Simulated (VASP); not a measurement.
# Ga2Sb2CO in VASP: a series of runs, part 2 of 2

VASP 6.6.1. Earlier steps stand in the parts before.

**4. Single point, PBE+D3(BJ)**

File INCAR:

```
PREC = Accurate
ENCUT = 520
EDIFF = 1E-6
ISMEAR = 0
SIGMA = 0.1
LREAL = F
LASPH = T
NELM = 120
ALGO = Normal
ISIF = 2
LWAVE = F
LCHARG = F
LDIPOL = T
IDIPOL = 3
DIPOL = 0.5 0.5 0.361
GGA = PE
IVDW = 12
NBANDS = 42
GGA_COMPAT = F
NELMDL = -8
```

File KPOINTS:

```
Automatic mesh
0
Gamma
  6 6 1
```

File POSCAR:

```
Ga2Sb2CO
1.0
    4.3343814621      0.0000000000      0.0000000000
   -2.1671907311      3.7536844559      0.0000000000
    0.0000000000      0.0000000000     23.3197422777
Sb Ga O C
2 2 1 1
Direct
    0.0000000000      0.0000000000      0.1715284823
    0.3333333333      0.6666666667      0.3301590654
    0.3333333333      0.6666666667      0.2094685204
    0.6666666667      0.3333333333      0.3632005095
    1.5555555556      0.7777777778      0.5218643557
    1.5555555556      0.7777777778      0.5711787943
```

Potentials or basis: VASP PAW PBE potentials, release 64 (Sb_d_GW, Ga_d, O, C).

Started as:

```sh
cat potpaw_PBE.64/Sb_d_GW/POTCAR potpaw_PBE.64/Ga_d/POTCAR potpaw_PBE.64/O/POTCAR potpaw_PBE.64/C/POTCAR > POTCAR
mpirun -np 1 vasp_std > vasp.out
```

OUTCAR:

```text
PREC = Accurate
   ENCUT = 520
   EDIFF = 1E-6
   ISMEAR = 0
   LREAL = F
   LASPH = T
   NELM = 120
   ISIF = 2
   GGA = PE
   IVDW = 12
   NELMDL = -8
 IVDW          = 12

 ion  position               nearest neighbor table
   1  0.000  0.000  0.172-   3 2.65   3 2.65   3 2.65
   2  0.333  0.667  0.330-   4 2.62   4 2.62   4 2.62   3 2.81
   3  0.333  0.667  0.209-   1 2.65   1 2.65   1 2.65   2 2.81
   4  0.667  0.333  0.363-   2 2.62   2 2.62   2 2.62
   5  0.556  0.778  0.522-   6 1.15
   6  0.556  0.778  0.571-   5 1.15

  LATTYP: Found a hexagonal cell.
 ALAT       =     4.3343814621
 C/A-ratio  =     5.3801776520

  Lattice vectors:

 A1 = (   4.3343814621,   0.0000000000,   0.0000000000)
 A2 = (  -2.1671907311,   3.7536844559,   0.0000000000)
 A3 = (   0.0000000000,   0.0000000000,  23.3197422777)

Analysis of symmetry for initial positions (statically):
=====================================================================
 Subroutine PRICEL returns:
 Original cell was already a primitive cell.

 Routine SETGRP: Setting up the symmetry group for a
 hexagonal supercell.

 Subroutine GETGRP returns: Found  2 space group operations
 (whereof  2 operations were pure point group operations)
 out of a pool of 24 trial point group operations.

The static configuration has the point symmetry C_1h.

Analysis of symmetry for dynamics (positions and initial velocities):
=====================================================================
 Subroutine PRICEL returns:
 Original cell was already a primitive cell.

 Routine SETGRP: Setting up the symmetry group for a
 hexagonal supercell.

 Subroutine GETGRP returns: Found  2 space group operations
 (whereof  2 operations were pure point group operations)
 out of a pool of 24 trial point group operations.

The dynamic configuration has the point symmetry C_1h.

 Subroutine INISYM returns: Found  2 space group operations
 (whereof  2 operations are pure point group operations),
 and found     1 'primitive' translations

----------------------------------------------------------------------------------------

                                     Primitive cell

  volume of cell :     379.4099

  direct lattice vectors                    reciprocal lattice vectors
     4.334381462  0.000000000  0.000000000     0.230713427  0.133202459  0.000000000
    -2.167190731  3.753684456  0.000000000     0.000000000  0.266404918  0.000000000
     0.000000000  0.000000000 23.319742278     0.000000000  0.000000000  0.042882121

  length of vectors
     4.334381462  4.334381462 23.319742278     0.266404918  0.266404918  0.042882121

  position of ions in fractional coordinates (direct lattice)
     0.000000000  0.000000000  0.171528482
     0.333333333  0.666666667  0.330159065
     0.333333333  0.666666667  0.209468520
     0.666666667  0.333333333  0.363200509
     0.555555556  0.777777778  0.521864356
     0.555555556  0.777777778  0.571178794

  ion indices of the primitive-cell ions
   primitive index   ion index
                 1           1
                 2           2
[... 42 lines left out ...]
  0.333333  0.166667  0.000000      4.000000
 -0.166667  0.500000  0.000000      4.000000
  0.500000  0.333333  0.000000      4.000000
  0.333333  0.333333  0.000000      2.000000
   k-points           NKPTS =     13   k-points in BZ     NKDIM =     13   number of bands    NBANDS=     42
   number of dos      NEDOS =    301   number of ions     NIONS =      6
   total plane-waves  NPLWV = 184320
   dimension x,y,z NGX =    32 NGY =   32 NGZ =  180
   dimension x,y,z NGXF=    64 NGYF=   64 NGZF=  360
   ions per type =               2   2   1   1
   NGX,Y,Z   is equivalent  to a cutoff of  12.27, 12.27, 12.83 a.u.
   NGXF,Y,Z  is equivalent  to a cutoff of  24.55, 24.55, 25.66 a.u.
 SYSTEM =  unknown system
   PREC   = accura    normal or accurate (medium, high low for compatibility)
   ISTART =      0    job   : 0-new  1-cont  2-samecut
   ICHARG =      2    charge: 1-file 2-atom 10-const
   ISPIN  =      1    spin polarized calculation?
   LNONCOLLINEAR =      F non collinear calculations
   LSORBIT =      F    spin-orbit coupling
   LASPH  =      T    aspherical Exc in radial PAW
   ENCUT  =  520.0 eV  38.22 Ry    6.18 a.u.   8.06  8.06 43.36*2*pi/ulx,y,z
   NELM   =    120;   NELMIN=  2; NELMDL= -8     # of ELM steps
   EDIFF  = 0.1E-05   stopping-criterion for ELM
   LREAL  =      F    real-space projection
   EDIFFG = 0.1E-04   stopping-criterion for IOM
   NSW    =      0    number of steps for IOM
   IBRION =     -1    ionic relax: 0-MD 1-quasi-New 2-CG
   NFREE  =      0    steps in history (QN), initial steepest desc. (CG)
   ISIF   =      2    stress and relaxation
   ISYM   =      2    0-nonsym 1-usesym 2-fastsym
   POTIM  = 0.5000    time-step for ionic-motion
   TEBEG  =    0.0;   TEEND  =   0.0 temperature during run
   PSTRESS=    0.0 pullay stress
   NELECT =      66.0000    total number of electrons
   NUPDOWN=      -1.0000    fix difference up-down
   EMIN   =  10.00;   EMAX   =-10.00  energy-range for DOS
   EFERMI =   0.00;   METHOD = LEGACY
   ISMEAR =     0;   SIGMA  =   0.10  broadening in eV -4-tet -1-fermi 0-gaus
   EFERMI_NEDOS =   21; number of points for ismear=-14 and -15
   IALGO  =     38    algorithm
   IMIX   =      4    mixing-type and parameters
     AMIX     =   0.40;   BMIX     =  1.00
     AMIX_MAG =   1.60;   BMIX_MAG =  1.00
  volume/ion in A,a.u.               =      63.23       426.73
  Fermi-wavevector in a.u.,A,eV,Ry     =   0.913875  1.726973 11.363133  0.835167
  Thomas-Fermi vector in A             =   2.038437
   LORBIT       =      0    0 simple, 1 ext, 2 COOP (PROOUT), +10 PAW based schemes
   GGA     = PE    functional components
   LHFCALC =     F    Hartree Fock is set to
   AEXX    =    0.0000 exact exchange contribution
   IVDW    =    12    specifies the selected vdW correction
   LEPSILON=     F    determine dielectric tensor
   LRPA    =     F    only Hartree local field effects (RPA)
 non-spin polarized calculation
 Gauss-broadening in eV      SIGMA  =   0.10
  energy-cutoff  :      520.00
  volume of cell :      379.41
 maximum number of plane-waves:     10242
   NGX = 17   NGY = 17   NGZ = 87

 dipolmoment           0.000000      0.000000      0.000074 electrons x Angstroem

 number of electron      66.0000007 magnetization

 dipolmoment           0.000000      0.000000     -0.097125 electrons x Angstroem

 Free energy of the ion-electron system (eV)
  ---------------------------------------------------
  ext. energy  EPLUGINS =         0.00000000
  ---------------------------------------------------
  free energy    TOTEN  =       -28.30904280 eV

  energy without entropy =      -28.30260219  energy(sigma->0) =      -28.30582250

 E-fermi :  -1.2295     XC(G=0):  -4.2874

 val. band max:       -1.2465232027   @ k =   0.0000   0.0000   0.0000
 cond. band min:      -1.2085091485   @ k =   0.3333   0.3333   0.0000
 fundamental gap:      0.0380140543
 Fermi energy:        -1.2294557579

 k-point     1 :       0.0000    0.0000    0.0000
  band No.  band energies     occupation
      1     -30.4758      2.00000
      2     -30.4618      2.00000
      3     -30.4613      2.00000
      4     -30.4471      2.00000
      5     -30.4468      2.00000
      6     -29.5035      2.00000
[... 574 lines left out ...]
     41       4.1989      0.00000
     42       4.3347      0.00000

------------------------ aborting loop because EDIFF is reached ----------------------------------------

 vacuum level on the upper side and lower side of the slab       (xc-potential included)        -0.536         0.420

 Edisp (eV)   -0.97263

 E8    (eV) :    -0.4547

  FORCE on cell =-STRESS in cart. coord.  units (eV):
  Direction    XX          YY          ZZ          XY          YZ          ZX
  --------------------------------------------------------------------------------------
  -------------------------------------------------------------------------------------
  Total      -0.10742    -0.10619    -1.23370    -0.00106     0.00701     0.01213
  in kB      -0.45360    -0.44842    -5.20970    -0.00448     0.02958     0.05124
  external pressure =       -2.04 kB  Pullay stress =        0.00 kB

 VOLUME and BASIS-vectors are now :
 -----------------------------------------------------------------------------
  energy-cutoff  :      520.00
  volume of cell :      379.41
      direct lattice vectors                 reciprocal lattice vectors
     4.334381462  0.000000000  0.000000000     0.230713427  0.133202459  0.000000000
    -2.167190731  3.753684456  0.000000000     0.000000000  0.266404918  0.000000000
     0.000000000  0.000000000 23.319742278     0.000000000  0.000000000  0.042882121

 POSITION                                       TOTAL-FORCE (eV/Angst)
 -----------------------------------------------------------------------------------
      0.00000      0.00000      4.00000        -0.001493     -0.000862      0.173225
     -0.00000      2.50246      7.69922         0.000275      0.000159     -0.016429
     -0.00000      2.50246      4.88475         0.000197      0.000114     -0.151165
      2.16719      1.25123      8.46974        -0.001422     -0.000821      0.014337
      0.72240      2.91953     12.16974         0.003763      0.002173      0.690983
      0.72240      2.91953     13.31974        -0.001320     -0.000762     -0.710952
 -----------------------------------------------------------------------------------
    total drift:                                0.000433      0.000251     -0.012990

  FREE ENERGIE OF THE ION-ELECTRON SYSTEM (eV)
  ---------------------------------------------------
  free  energy   TOTEN  =       -29.2816752766 eV

  energy  without entropy=      -29.2752346646  energy(sigma->0) =      -29.27845497

 vacuum level on the upper side and lower side of the slab         2.550         3.633
```

It took 3.8 min on 1 thread of Intel Xeon 6975P-C (Granite Rapids), shared host; peak memory 0.6 GiB.

Results:

```yaml
Free_energy: -29.2817 eV
Largest_force: 0.711 eV/Å
Band_gap_on_the_k_mesh: 0.04 eV (least direct gap 0.14 eV)
Dispersion_energy_per_atom: -0.162 eV
```

Forces on the atoms (eV/Å):
```
Sb  -0.001 -0.001  0.173
Sb   0.000  0.000 -0.016
Ga   0.000  0.000 -0.151
Ga  -0.001 -0.001  0.014
O    0.004  0.002  0.691
C   -0.001 -0.001 -0.711
```

Levels at points of the mesh, in eV from the valence-band top:
```tsv
k point	band 31	band 32	band 33	band 34	band 35	band 36
(0.00, 0.00, 0.00)	-1.13	0.00	0.00	0.14	0.89	1.46
(0.50, 0.00, 0.00)	-2.47	-1.30	-1.20	0.40	0.68	1.18
(0.00, 0.50, 0.00)	-2.47	-1.30	-1.20	0.38	0.70	1.18
```

Caveat: spin-orbit coupling is left out, which moves the levels of the heavy elements.

**5. Overview**

```csv
cell,gap on the mesh (eV),largest force (eV/Å)
"as given, atomic positions A",0.04,0.71
"as given, atomic positions B",0.04,0.71
"as given, atomic positions C",0.04,0.71
```

Alike in all rows: task single point; level PBE+D3(BJ); potentials or basis VASP PAW PBE potentials, release 64 (Sb_d_GW, Ga_d, O, C); no spin polarisation; k mesh 6 × 6 × 1; cutoff (eV) 520; smearing gaussian 0.1 eV.

Caveats: spin-orbit coupling is left out, which moves the levels of the heavy elements.

Absolute energies hang on the potentials; compare differences alone.
